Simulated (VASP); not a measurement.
Runs of VASP 6.6.1 on ReS. The structure is that of space group F-43m (No. 216), or close to it. The cells are those of the table. 

```tsv
cell	gap on the mesh (eV)	pressure (GPa)	moment (μB)
a = 3.615 Å, angles 60.0°, 2 atoms	none	11.3	0.03
a = 3.665 Å, angles 60.0°, 2 atoms	none	2.0	(a)
a = 3.713 Å, angles 60.0°, 2 atoms	none	-5.4	0.06
a = 3.640 Å, angles 60.0°, 2 atoms	none	(b)	0.03
```

Alike in all rows: task single point; level PBEsol; potentials or basis VASP PAW PBE potentials, release 64 (Re, S); spin collinear; k mesh 10 × 10 × 10; cutoff (eV) 520; smearing gaussian 0.05 eV.

Question: Estimate the missing entries.

Answer: (a) 0.04; (b) 6.4.

Caveats: the PAW data sets were made with another functional, which shifts forces and pressure a little; spin-orbit coupling is left out, which moves the levels of the heavy elements; the cell stands under pressure (at least some runs); the cell stands under tension (at least some runs).

A k mesh can miss the band edges, and the runs leave out spin-orbit coupling on Re.

A gap of «none» marks levels without a gap at the run's occupations.
